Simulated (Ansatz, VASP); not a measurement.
**Two plane-wave programs on Cu**

```
CELL_PARAMETERS angstrom
2.51378 0.00000 0.00000
-1.25689 2.17700 0.00000
0.00000 0.00000 8.20636
ATOMIC_POSITIONS crystal
Cu 0.66667 0.33333 0.75000
Cu 0.00000 0.00000 0.50000
Cu 0.33333 0.66667 0.25000
Cu 0.00000 0.00000 0.00000
```

Alike in both runs: task single point; functional PBE; k mesh 12 × 12 × 4; occupations fermi-dirac, width 0.05 eV; no spin polarisation.

```csv
,VASP,Ansatz
version,VASP 6.6.1,Ansatz 0.2.0
potentials or method,"VASP PAW PBE potentials, release 64 (Cu_sv_GW)",Ansatz PAW
plane-wave cutoff (eV),700,420
valence electrons in the cell,76,76
```

Ansatz gave:

| Item | Value |
| --- | --- |
| gap on the k mesh at the Fermi level (eV) | none |
| pressure (GPa) | 10.5 |
| traceless stress, the component that is largest in VASP (GPa) | -0.32 |

Problem. Estimate VASP's values.

Solution. gap on the k mesh at the Fermi level (eV): none; pressure (GPa): 5.2; traceless stress, the component that is largest in VASP (GPa): -0.32.

A gap of «none» marks a metal or a gap that the smearing closes. One of these differences is far larger than is usual between the two programs; its cause wasn't traced.
